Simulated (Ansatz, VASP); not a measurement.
Si4N in VASP and in Ansatz

```xyz
5
Lattice="-2.0531 2.0531 5.1254 2.0531 -2.0531 5.1254 2.0531 2.0531 -5.1254" Properties=species:S:1:pos:R:3 pbc="T T T"
Si    0.0000    2.0531    2.5627
Si    2.0531    0.0000    2.5627
Si    0.0000    0.0000    4.0565
Si    0.0000    0.0000    6.1944
N     0.0000    0.0000    0.0000
```

Change from the starting cell: species swapped into the SrAl4 type (I4/mmm, No. 139).

Alike in both runs: task relaxation of cell and atoms; functional PBE; k mesh 6 × 6 × 6; occupations gaussian, width 0.1 eV; collinear spin.

|  | VASP | Ansatz |
| --- | --- | --- |
| version | VASP 6.6.1 | Ansatz 0.2.0 |
| potentials or method | VASP PAW PBE potentials, release 64 (Si, N), cutoff 600 eV | scalar-relativistic, plane waves, PAW |
| valence electrons in the cell | 21 | 21 |

```tsv
	VASP	Ansatz	Ansatz less VASP
gap on the k mesh at the Fermi level, each at its own relaxed structure (eV)	none	none	-
net moment per atom (μB)	0.41	0.41	+0.004
size of the moment on the site where the two differ most (μB)	1.29	1.85	+0.558
relaxed volume (Å³/atom)	16.67	16.71	+0.038
relaxed length of the cell vector where the two differ most in proportion (Å)	5.455	5.444	-0.0103
```

Site moments also hang on the region over which each program counts them. A gap of «none» marks a metal or a gap that the smearing closes.

The k mesh is coarse, so the values compare programs but aren't converged.
